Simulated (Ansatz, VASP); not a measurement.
One calculation of Ge, two programs

INCAR

```
SYSTEM = Ge
  ALGO = Normal
  DIPOL = 0.5 0.5 0.650
  EDIFF = 1E-6
  ENCUT = 410
  GGA = PE
  GGA_COMPAT = .False.
  IDIPOL = 3
  ISIF = 2
  ISMEAR = 0
  IVDW = 12
  LASPH = .True.
  LCHARG = .True.
  LDIPOL = .True.
  LELF = .True.
  LREAL = .False.
  LVACPOTAV = .True.
  LVHAR = .True.
  LWAVE = .False.
  NBANDS = 51
  NELM = 120
  NELMDL = -8
  PREC = Accurate
  SIGMA = 0.04
```

KPOINTS

```
k-points
0
Gamma
  6 6 1
  0 0 0
```

POSCAR

```
Ge
1.0
    0.0000000000      6.9649091446      0.0000000000
   -6.0317882543     -3.4824545723      0.0000000000
    0.0000000000      0.0000000000     23.7502739144
Ge
6
Direct
    0.5238095490      0.9047619804      0.6307730778
    0.1904762157      0.2380953137      0.6278167829
    0.8571428824      0.5714286471      0.6375431162
    0.1948317579      0.5704038553      0.6680378036
    0.8581676742      0.9101423144      0.6680378036
    0.5184292150      0.2337397716      0.6680378036
```

Input for Ansatz:

```yaml
crystal:
  lattice:
    - [0.0, 6.9649091648, 0.0]
    - [-6.0317882718, -3.4824545824, 0.0]
    - [0.0, 0.0, 23.7502739144]
  atoms:
    - { symbol: Ge, position: [0.523809549, 0.9047619804, 0.6307730778] }
    - { symbol: Ge, position: [0.1904762157, 0.2380953137, 0.6278167822] }
    - { symbol: Ge, position: [0.8571428824, 0.5714286471, 0.637543116] }
    - { symbol: Ge, position: [0.1948317576, 0.5704038547, 0.668037803] }
    - { symbol: Ge, position: [0.8581676748, 0.9101423147, 0.668037803] }
    - { symbol: Ge, position: [0.5184292148, 0.2337397719, 0.668037803] }
basis:
  ecutwfc: 420
kpoints:
  mp_grid: { grid: [6, 6, 1] }
hamiltonian:
  xc: pbe
  dispersion: d3bj
  pseudopotentials: { kind: paw, azcp: { folder: soft_1 } }
scf:
  occupations: { method: gaussian, width: 0.04 }
  n_extra_bands: 8
  max_iter: 160
output:
  forces: true
  eigenvalues: true
  write_density: true
  write_potential: true
  elf: true
  volumetric_format: npy
efield:
  axis: 3
  dipole_correction: true
```

Alike in both runs: task single point; functional PBE; dispersion D3(BJ); k mesh 6 × 6 × 1; occupations gaussian, width 0.04 eV; no spin polarisation.

```csv
,VASP,Ansatz
version,VASP 6.6.1,Ansatz 0.2.0
potentials or method,"VASP PAW PBE potentials, release 64 (Ge_d), cutoff 410 eV","scalar-relativistic, plane waves, PAW"
valence electrons in the cell,84,84
```

```tsv
	VASP	Ansatz	Ansatz less VASP
gap on the k mesh at the Fermi level (eV)	0.08	0.08	+0.002
least direct gap on the mesh (eV)	0.08	0.08	+0.002
rms of the force components (eV/Å)	0.391	0.392	+0.0004
```

Atom by atom the forces differ by 0.001 eV/Å (rms over components). Ansatz's warnings: xc potential rough in thin density.
